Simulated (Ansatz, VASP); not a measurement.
Si: VASP beside Ansatz

Contents of INCAR:

```
SYSTEM = Si
ALGO = Normal ; EDIFF = 1E-7
EDIFFG = -0.005 ; ENCUT = 600
GGA = PE ; IBRION = 2
ISIF = 3 ; ISMEAR = 1
IVDW = 12 ; LASPH = .TRUE.
LCHARG = .FALSE. ; LREAL = .FALSE.
LWAVE = .FALSE. ; NELM = 80
NSW = 80 ; PREC = Accurate
SIGMA = 0.1
```

KPOINTS

```
k-points
0
G
  12 12 12
  0 0 0
```

Contents of POSCAR:

```
Si
1.0
   -2.3713720000      2.3713720000      1.3292650000
    2.3713720000     -2.3713720000      1.3292650000
    2.3713720000      2.3713720000     -1.3292650000
Si
2
Direct
    0.2500000000      0.7500000000      0.5000000000
    0.5000000000      0.5000000000      0.0000000000
```

Input for Ansatz:

```yaml
crystal:
  lattice:
    - [-2.371372, 2.371372, 1.329265]
    - [2.371372, -2.371372, 1.329265]
    - [2.371372, 2.371372, -1.329265]
  atoms:
    - { symbol: Si, position: [0.25, 0.75, 0.5] }
    - { symbol: Si, position: [0.5, 0.5, 0.0] }
kpoints:
  mp_grid:
    grid: [12, 12, 12]
hamiltonian:
  xc: pbe
  dispersion: d3bj
scf:
  occupations:
    method: methfessel_paxton
relax:
  f_tol: 0.005
  cell: {}
```

Alike in both runs: task relaxation of cell and atoms; functional PBE; dispersion D3(BJ); k mesh 12 × 12 × 12; no spin polarisation.

|  | VASP | Ansatz |
| --- | --- | --- |
| version | VASP 6.6.1 | Ansatz 0.2.0 |
| potentials or method | VASP PAW PBE potentials, release 64 (Si) | plane waves, PAW |
| plane-wave cutoff (eV) | 600 | 420 |
| occupations | methfessel-paxton of order 1, width 0.1 eV | methfessel-paxton of order 1 |
| valence electrons in the cell | 8 | 8 |

VASP gave:

```
relaxed volume (Å³/atom)                                     : 14.76
relaxed cell length with the largest relative difference (Å) : 3.616
```

Q: Which values does Ansatz return?

A: Relaxed volume (Å³/atom): 14.77; relaxed cell length with the largest relative difference (Å): 3.617.
